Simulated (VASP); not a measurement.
# Co (P6_3/mmc) in VASP: a series of runs

Runs on Co. Level: PBE. Tasks: single point.

Everything below comes from runs of VASP 6.6.1. Logs are shortened: lines on timing, memory, paths and dates and some standing lists are left out, and cuts for length are marked.

## 1. The cell of the first run

Symmetry: P6_3/mmc, No. 194, hexagonal system. The conventional cell has a = 2.493 Å, b = 2.493 Å, c = 4.355 Å, α = 90.00°, β = 90.00°, γ = 120.00°. Within 3.3 Å of Co (site symmetry -6m2) lie 12 Co at 2.49 to 2.61 Å.

## 2. Single point, PBE, collinear spin, ferromagnetic start

File INCAR:

```
SYSTEM = Co
ALGO = Normal
EDIFF = 1E-6
ENCUT = 520
GGA = PE
ISIF = 2
ISMEAR = 0
ISPIN = 2
LASPH = .TRUE.
LCHARG = .FALSE.
LMAXMIX = 4
LORBIT = 11
LREAL = .FALSE.
LWAVE = .FALSE.
MAGMOM = 1.86 1.86
NBANDS = 20
NELM = 150
PREC = Accurate
SIGMA = 0.15
```

File KPOINTS:

```
k-points
0
G
  21 21 12
  0 0 0
```

File POSCAR:

```
Co
1.0
    2.4933810334      0.0000000000      0.0000000000
   -1.2466905167      2.1593313163      0.0000000000
    0.0000000000      0.0000000000      4.3548000000
Co
2
Direct
    0.3333333333      0.6666666667      0.2500000000
    0.6666666667      0.3333333333      0.7500000000
```

Potentials or basis: VASP PAW PBE potentials, release 64 (Co).

On the command line:

```sh
$ cat potpaw_PBE.64/Co/POTCAR > POTCAR
$ mpirun -np 1 vasp_std > vasp.out
```

OUTCAR:

```text
SYSTEM = Co
   EDIFF = 1E-6
   ENCUT = 520
   GGA = PE
   ISIF = 2
   ISMEAR = 0
   ISPIN = 2
   LASPH = .TRUE.
   LORBIT = 11
   LREAL = .FALSE.
   NELM = 150
   PREC = Accurate

 ion  position               nearest neighbor table
   1  0.333  0.667  0.250-   2 2.61   2 2.61   2 2.61   2 2.61   2 2.61   2 2.61
   2  0.667  0.333  0.750-   1 2.61   1 2.61   1 2.61   1 2.61   1 2.61   1 2.61

  LATTYP: Found a hexagonal cell.
 ALAT       =     2.4933810334
 C/A-ratio  =     1.7465441269

  Lattice vectors:

 A1 = (   2.4933810334,   0.0000000000,   0.0000000000)
 A2 = (  -1.2466905167,   2.1593313163,   0.0000000000)
 A3 = (   0.0000000000,   0.0000000000,   4.3548000000)

Analysis of symmetry for initial positions (statically):
=====================================================================
 Subroutine PRICEL returns:
 Original cell was already a primitive cell.

 Routine SETGRP: Setting up the symmetry group for a
 hexagonal supercell.

 Subroutine GETGRP returns: Found 24 space group operations
 (whereof 12 operations were pure point group operations)
 out of a pool of 24 trial point group operations.

The static configuration has the point symmetry D_3d.
 The point group associated with its full space group is D_6h.

Analysis of symmetry for dynamics (positions and initial velocities):
=====================================================================
 Subroutine PRICEL returns:
 Original cell was already a primitive cell.

 Routine SETGRP: Setting up the symmetry group for a
 hexagonal supercell.

 Subroutine GETGRP returns: Found 24 space group operations
 (whereof 12 operations were pure point group operations)
 out of a pool of 24 trial point group operations.

The dynamic configuration has the point symmetry D_3d.
 The point group associated with its full space group is D_6h.

Analysis of structural, dynamic, and magnetic symmetry:
=====================================================================
 Subroutine PRICEL returns:
 Original cell was already a primitive cell.

 Routine SETGRP: Setting up the symmetry group for a
 hexagonal supercell.

 Subroutine GETGRP returns: Found 24 space group operations
 (whereof 12 operations were pure point group operations)
 out of a pool of 24 trial point group operations.

The overall configuration has the point symmetry D_3d.
 The point group associated with its full space group is D_6h.

 Subroutine INISYM returns: Found 24 space group operations
 (whereof 12 operations are pure point group operations),
 and found     1 'primitive' translations

----------------------------------------------------------------------------------------

                                     Primitive cell

  volume of cell :      23.4464

  direct lattice vectors                    reciprocal lattice vectors
     2.493381033  0.000000000  0.000000000     0.401061846  0.231553165  0.000000000
    -1.246690517  2.159331316  0.000000000     0.000000000  0.463106329  0.000000000
     0.000000000  0.000000000  4.354800000     0.000000000  0.000000000  0.229631671

  length of vectors
     2.493381033  2.493381033  4.354800000     0.463106329  0.463106329  0.229631671

  position of ions in fractional coordinates (direct lattice)
     0.333333333  0.666666667  0.250000000
     0.666666667  0.333333333  0.750000000

  ion indices of the primitive-cell ions
   primitive index   ion index
                 1           1
                 2           2

----------------------------------------------------------------------------------------

 KPOINTS: k-points

Automatic generation of k-mesh.
 Grid dimensions read from file:
 generate k-points for:   21   21   12

 Generating k-lattice:

  Cartesian coordinates                     Fractional coordinates (reciprocal lattice)
     0.019098183  0.011026341  0.000000000     0.047619048 -0.000000000  0.000000000
     0.000000000  0.022052682  0.000000000     0.000000000  0.047619048  0.000000000
     0.000000000  0.000000000  0.019135973     0.000000000  0.000000000  0.083333333

  Length of vectors
     0.022052682  0.022052682  0.019135973

  Shift w.r.t. Gamma in fractional coordinates (k-lattice)
     0.000000000  0.000000000  0.000000000

 Subroutine IBZKPT returns following result:
 ===========================================

 Found    336 irreducible k-points:

 Following reciprocal coordinates:
            Coordinates               Weight
  0.000000  0.000000  0.000000      1.000000
  0.047619  0.000000  0.000000      6.000000
  0.095238  0.000000  0.000000      6.000000
  0.142857  0.000000  0.000000      6.000000
  0.190476  0.000000  0.000000      6.000000
  0.238095  0.000000  0.000000      6.000000
[... 16 lines left out ...]
  0.142857  0.095238  0.000000     12.000000
  0.190476  0.095238  0.000000     12.000000
 [... further k-points ...]
   k-points           NKPTS =    336   k-points in BZ     NKDIM =    336   number of bands    NBANDS=     20
   number of dos      NEDOS =    301   number of ions     NIONS =      2
   total plane-waves  NPLWV =  12800
   dimension x,y,z NGX =    20 NGY =   20 NGZ =   32
   dimension x,y,z NGXF=    40 NGYF=   40 NGZF=   64
   ions per type =               2
   NGX,Y,Z   is equivalent  to a cutoff of  13.33, 13.33, 12.22 a.u.
   NGXF,Y,Z  is equivalent  to a cutoff of  26.67, 26.67, 24.43 a.u.
 SYSTEM =  Co
   PREC   = accura    normal or accurate (medium, high low for compatibility)
   ISTART =      0    job   : 0-new  1-cont  2-samecut
   ICHARG =      2    charge: 1-file 2-atom 10-const
   ISPIN  =      2    spin polarized calculation?
   LNONCOLLINEAR =      F non collinear calculations
   LSORBIT =      F    spin-orbit coupling
   LASPH  =      T    aspherical Exc in radial PAW
   ENCUT  =  520.0 eV  38.22 Ry    6.18 a.u.   4.64  4.64  8.10*2*pi/ulx,y,z
   NELM   =    150;   NELMIN=  2; NELMDL= -5     # of ELM steps
   EDIFF  = 0.1E-05   stopping-criterion for ELM
   LREAL  =      F    real-space projection
   EDIFFG = 0.1E-04   stopping-criterion for IOM
   NSW    =      0    number of steps for IOM
   IBRION =     -1    ionic relax: 0-MD 1-quasi-New 2-CG
   NFREE  =      0    steps in history (QN), initial steepest desc. (CG)
   ISIF   =      2    stress and relaxation
   ISYM   =      2    0-nonsym 1-usesym 2-fastsym
   POTIM  = 0.5000    time-step for ionic-motion
   TEBEG  =    0.0;   TEEND  =   0.0 temperature during run
   PSTRESS=    0.0 pullay stress
   NELECT =      18.0000    total number of electrons
   NUPDOWN=      -1.0000    fix difference up-down
   EMIN   =  10.00;   EMAX   =-10.00  energy-range for DOS
   EFERMI =   0.00;   METHOD = LEGACY
   ISMEAR =     0;   SIGMA  =   0.15  broadening in eV -4-tet -1-fermi 0-gaus
   EFERMI_NEDOS =   21; number of points for ismear=-14 and -15
   IALGO  =     38    algorithm
   IMIX   =      4    mixing-type and parameters
     AMIX     =   0.40;   BMIX     =  1.00
     AMIX_MAG =   1.60;   BMIX_MAG =  1.00
  volume/ion in A,a.u.               =      11.72        79.11
  Fermi-wavevector in a.u.,A,eV,Ry     =   1.499018  2.832734 30.573053  2.247056
  Thomas-Fermi vector in A             =   2.610702
   LORBIT       =     11    0 simple, 1 ext, 2 COOP (PROOUT), +10 PAW based schemes
   GGA     = PE    functional components
   LHFCALC =     F    Hartree Fock is set to
   AEXX    =    0.0000 exact exchange contribution
   IVDW    =     0    specifies the selected vdW correction
   LEPSILON=     F    determine dielectric tensor
   LRPA    =     F    only Hartree local field effects (RPA)
 spin polarized calculation
 Gauss-broadening in eV      SIGMA  =   0.15
  energy-cutoff  :      520.00
  volume of cell :       23.45
 maximum number of plane-waves:       653
 NGX is ok and might be reduce to    20
   NGX =  9   NGY =  9   NGZ = 17

 number of electron      18.0000006 magnetization       3.3588050

 Free energy of the ion-electron system (eV)
  ---------------------------------------------------
  ext. energy  EPLUGINS =         0.00000000
  ---------------------------------------------------
  free energy    TOTEN  =       -13.93447838 eV

  energy without entropy =      -13.90855630  energy(sigma->0) =      -13.92151734

 E-fermi :   9.2650     XC(G=0): -12.9525

 val. band max:        9.2622393221   @ k =   0.4286   0.0476   0.4167
 cond. band min:       9.2661549663   @ k =   0.2381   0.0952   0.5000
 fundamental gap:      0.0039156442
 Fermi energy:         9.2649735114

 spin component 1

 k-point     1 :       0.0000    0.0000    0.0000
  band No.  band energies     occupation
      1       0.7404      1.00000
      2       4.2943      1.00000
      3       6.3471      1.00000
      4       6.7395      1.00000
      5       6.7395      1.00000
      6       6.9414      1.00000
[... 12 lines left out ...]
     19      35.2930      0.00000
     20      35.2930      0.00000
[... 507 lines left out ...]
 k-point    24 :       0.1905    0.0952    0.0000
  band No.  band energies     occupation
      1       2.7904      1.00000
      2       5.2850      1.00000
      3       5.7670      1.00000
      4       6.0468      1.00000
      5       6.5511      1.00000
      6       6.8346      1.00000
[... 12 lines left out ...]
     19      33.3161      0.00000
     20      34.4599      0.00000

 [... further k-points ...]

 spin component 2

 k-point     1 :       0.0000    0.0000    0.0000
  band No.  band energies     occupation
      1       0.7336      1.00000
      2       5.1740      1.00000
      3       7.9333      1.00000
      4       8.3644      1.00000
      5       8.4117      1.00000
      6       8.4117      1.00000
[... 12 lines left out ...]
     19      35.5584      0.00000
     20      35.5584      0.00000
[... 507 lines left out ...]
 k-point    24 :       0.1905    0.0952    0.0000
  band No.  band energies     occupation
      1       2.8246      1.00000
      2       6.4154      1.00000
      3       6.9028      1.00000
      4       7.4878      1.00000
      5       8.1217      1.00000
      6       8.6321      1.00000
[... 12 lines left out ...]
     19      33.5991      0.00000
     20      34.6234      0.00000

 [... further k-points ...]
[... 5 lines left out ...]
  --------------------------------------------------------------------------------------
  -------------------------------------------------------------------------------------
  Total       -1.0375251     -1.0375251     -3.4393543     -0.0000000      0.0000000      0.0000000
  in kB      -70.8978475    -70.8978475   -235.0235295     -0.0000000      0.0000000      0.0000000
  external PRESSURE =    -125.6064082 kB  Pullay stress =       0.0000000 kB

 VOLUME and BASIS-vectors are now :
 -----------------------------------------------------------------------------
  energy-cutoff  :      520.00
  volume of cell :       23.45
      direct lattice vectors                 reciprocal lattice vectors
     2.493381033  0.000000000  0.000000000     0.401061846  0.231553165  0.000000000
    -1.246690517  2.159331316  0.000000000     0.000000000  0.463106329  0.000000000
     0.000000000  0.000000000  4.354800000     0.000000000  0.000000000  0.229631671

 POSITION                                       TOTAL-FORCE (eV/Angst)
 -----------------------------------------------------------------------------------
     -0.00000      1.43955      1.08870         0.000000      0.000000      0.000000
      1.24669      0.71978      3.26610        -0.000000     -0.000000      0.000000
 -----------------------------------------------------------------------------------
    total drift:                                0.000000     -0.000000     -0.000000

  FREE ENERGIE OF THE ION-ELECTRON SYSTEM (eV)
  ---------------------------------------------------
  free  energy   TOTEN  =       -13.9344783828 eV

  energy  without entropy=      -13.9085562956  energy(sigma->0) =      -13.92151734

 total charge

# of ion       s       p       d       tot
------------------------------------------
    1        0.461   0.461   7.216   8.138
    2        0.461   0.461   7.216   8.138
--------------------------------------------------
tot          0.922   0.922  14.433  16.276

 magnetization (x)

# of ion       s       p       d       tot
------------------------------------------
    1       -0.012  -0.050   1.774   1.712
    2       -0.012  -0.050   1.774   1.712
--------------------------------------------------
tot         -0.025  -0.099   3.548   3.424
```

It took 2.4 min on 1 thread of Intel Xeon 6975P-C (Granite Rapids), shared host; peak memory 0.31 GiB.

Results:

| Item | Value |
| --- | --- |
| Free energy | -13.9345 eV |
| Pressure | -12.6 GPa |
| Net moment | 3.36 μB per cell |
| Site moments | Co +1.71 μB |
| Valence electrons inside the program's atomic spheres | Co 8.14 |

## 3. Single point, PBE, collinear spin, ferromagnetic start

This run uses another cell than the first one, of 11.96 Å³/atom, 1.020 times its volume.

File INCAR:

```
  ALGO = Normal
  EDIFF = 1E-6
  ENCUT = 520
  GGA = PE
  ISIF = 2
  ISMEAR = 0
  ISPIN = 2
  LASPH = T
  LCHARG = F
  LMAXMIX = 4
  LORBIT = 11
  LREAL = F
  LWAVE = F
  MAGMOM = 1.86 1.86
  NBANDS = 20
  NELM = 150
  PREC = Accurate
  SIGMA = 0.15
```

File KPOINTS:

```
k-points
0
Gamma
  21 21 12
```

File POSCAR:

```
Co
1.0
    2.5183000000      0.0000000000      0.0000000000
   -1.2591500000      2.1809117744      0.0000000000
    0.0000000000      0.0000000000      4.3548000000
Co
2
Direct
    0.3333333333      0.6666666667      0.2500000000
    0.6666666667      0.3333333333      0.7500000000
```

Potentials or basis: VASP PAW PBE potentials, release 64 (Co).

On the command line:

```sh
$ cat potpaw_PBE.64/Co/POTCAR > POTCAR
$ mpirun -np 1 vasp_std > vasp.out
```

It took 1.9 min on 1 thread of Intel Xeon 6975P-C (Granite Rapids), shared host; peak memory 0.32 GiB.

It converged, with:

| Item | Value |
| --- | --- |
| Free energy | -13.9077 eV |
| Pressure | -15.6 GPa |
| Net moment | 3.39 μB per cell |
| Site moments | Co +1.73 μB |
| Valence electrons inside the program's atomic spheres | Co 8.10 |

Stress tensor (GPa, compression positive):
```
-11.16   0.00   0.00
  0.00 -11.16   0.00
  0.00   0.00 -24.37
```

Levels at points of the mesh, in eV from the Fermi level:
Spin up:
| k point | band 8 | band 9 | band 10 | band 11 | band 12 | band 13 | band 14 | band 15 |
| --- | --- | --- | --- | --- | --- | --- | --- | --- |
| (0.00, 0.00, 0.00) | -1.84 | -1.84 | -1.10 | -1.10 | -0.70 | 4.56 | 21.97 | 22.17 |
| (0.00, 0.00, 0.50) | -2.52 | -1.35 | -1.35 | -1.35 | -1.35 | 12.25 | 12.25 | 22.58 |
Spin down:
```csv
k point,band 5,band 6,band 7,band 8,band 9,band 10
"(0.00, 0.00, 0.00)",-0.81,-0.78,-0.57,-0.57,0.11,0.11
"(0.00, 0.00, 0.50)",-0.81,-0.81,-0.81,-0.81,0.66,0.66
```

## 4. Single point, PBE, collinear spin, ferromagnetic start

This run uses another cell than the first one, of 11.97 Å³/atom, 1.021 times its volume.

File INCAR:

```
SYSTEM = Co
  PREC = Accurate
  ENCUT = 520
  EDIFF = 1E-6
  ISMEAR = 0
  SIGMA = 0.15
  LREAL = .FALSE.
  LASPH = .TRUE.
  NELM = 150
  ALGO = Normal
  ISIF = 2
  LWAVE = .FALSE.
  LCHARG = .FALSE.
  ISPIN = 2
  MAGMOM = 1.86 1.86
  LORBIT = 11
  LMAXMIX = 4
  GGA = PE
  NBANDS = 20
```

File KPOINTS:

```
Automatic mesh
0
G
  21 21 12
  0 0 0
```

File POSCAR:

```
Co
1.0
    2.6181000000      0.0000000000      0.0000000000
   -1.3090500000      2.2673411096      0.0000000000
    0.0000000000      0.0000000000      4.0322612623
Co
2
Direct
    0.3333333333      0.6666666667      0.2500000000
    0.6666666667      0.3333333333      0.7500000000
```

On the command line:

```sh
$ cat potpaw_PBE.64/Co/POTCAR > POTCAR
$ mpirun -np 1 vasp_std > vasp.out
```

Run time: 1.8 min. Hardware: 1 thread of Intel Xeon 6975P-C (Granite Rapids), shared host; peak memory 0.32 GiB.

It converged, with:

```yaml
Free_energy: -13.9262 eV
Pressure: -16.3 GPa
Net_moment: 3.32 μB per cell
Site_moments: Co +1.70 μB
Valence_electrons_inside_the_program's_atomic_spheres: Co 8.10
```

Stress tensor (GPa, compression positive):
```
-19.54   0.00   0.00
  0.00 -19.54   0.00
  0.00   0.00  -9.92
```

Levels at points of the mesh, in eV from the Fermi level:
Spin up:
```tsv
k point	band 7	band 8	band 9	band 10	band 11	band 12	band 13	band 14	band 15	band 16
(0.00, 0.00, 0.00)	-2.18	-2.03	-2.03	-0.92	-0.92	0.52	6.23	20.54	21.79	21.79
(0.00, 0.00, 0.50)	-2.60	-2.60	-1.19	-1.19	-1.19	-1.19	15.19	15.19	21.25	21.25
```
Spin down:
```tsv
k point	band 5	band 6	band 7	band 8	band 9	band 10
(0.00, 0.00, 0.00)	-0.53	-0.41	-0.41	-0.27	-0.27	0.42
(0.00, 0.00, 0.50)	-0.91	-0.91	-0.91	-0.91	0.69	0.69
```

## 5. Single point, PBE, collinear spin, ferromagnetic start

This run uses another cell than the first one, of 11.67 Å³/atom, 0.995 times its volume.

File INCAR:

```
SYSTEM = Co
ALGO = Normal ; EDIFF = 1E-6
ENCUT = 520 ; GGA = PE
ISIF = 2 ; ISMEAR = 0
ISPIN = 2 ; LASPH = .True.
LCHARG = .False. ; LMAXMIX = 4
LORBIT = 11 ; LREAL = .False.
LWAVE = .False. ; MAGMOM = 1.86 1.86
NBANDS = 20 ; NELM = 150
PREC = Accurate ; SIGMA = 0.15
```

File KPOINTS:

```
k-points
0
Gamma
  21 21 12
  0 0 0
```

POSCAR, as its differences from that of step 4:

```diff
@@ -4,3 +4,3 @@
    -1.3090500000      2.2673411096      0.0000000000
-    0.0000000000      0.0000000000      4.0322612623
+    0.0000000000      0.0000000000      3.9315000000
 Co
```

On the command line:

```sh
$ cat potpaw_PBE.64/Co/POTCAR > POTCAR
$ mpirun -np 1 vasp_std > vasp.out
```

It took 1.9 min on 1 thread of AMD EPYC 9R45 (Zen 5), shared host; peak memory 0.29 GiB.

Results (log left out):

* Free energy: -13.9484 eV
* Pressure: -12.3 GPa
* Net moment: 3.29 μB per cell
* Site moments: Co +1.68 μB
* Valence electrons inside the program's atomic spheres: Co 8.15

Stress tensor (GPa, compression positive):
```
-17.47   0.00   0.00
  0.00 -17.47   0.00
  0.00   0.00  -1.85
```

Levels at points of the mesh, in eV from the Fermi level:
Spin up:
| k point | band 8 | band 9 | band 10 | band 11 | band 12 | band 13 | band 14 | band 15 |
| --- | --- | --- | --- | --- | --- | --- | --- | --- |
| (0.00, 0.00, 0.00) | -2.10 | -2.10 | -0.85 | -0.85 | 0.82 | 6.83 | 20.44 | 21.71 |
| (0.00, 0.00, 0.50) | -2.55 | -1.13 | -1.13 | -1.13 | -1.13 | 16.15 | 16.15 | 21.20 |
Spin down:
```tsv
k point	band 3	band 4	band 5	band 6	band 7	band 8	band 9	band 10	band 11	band 12
(0.00, 0.00, 0.00)	-0.84	-0.84	-0.42	-0.42	-0.42	-0.39	-0.39	0.73	1.00	1.00
(0.00, 0.00, 0.50)	-1.04	-1.04	-1.01	-1.01	-1.01	-1.01	0.72	0.72	0.72	0.72
```

## 6. The runs side by side

```csv
cell,gap on the mesh (eV),pressure (GPa),moment (μB)
"a = 2.493, b = 2.493, c = 4.355 Å, angles 90.0, 90.0, 120.0°, 2 atoms",none,-12.6,3.36
"a = 2.518, b = 2.518, c = 4.355 Å, angles 90.0, 90.0, 120.0°, 2 atoms",none,-15.6,3.39
"a = 2.618, b = 2.618, c = 4.032 Å, angles 90.0, 90.0, 120.0°, 2 atoms",none,-16.3,3.32
"a = 2.618, b = 2.618, c = 3.932 Å, angles 90.0, 90.0, 120.0°, 2 atoms",none,-12.3,3.29
```

Alike in all rows: task single point; level PBE; potentials or basis VASP PAW PBE potentials, release 64 (Co); spin collinear, ferromagnetic start; k mesh 21 × 21 × 12; cutoff (eV) 520; smearing gaussian 0.15 eV.

Absolute energies hang on the potentials; compare differences alone.
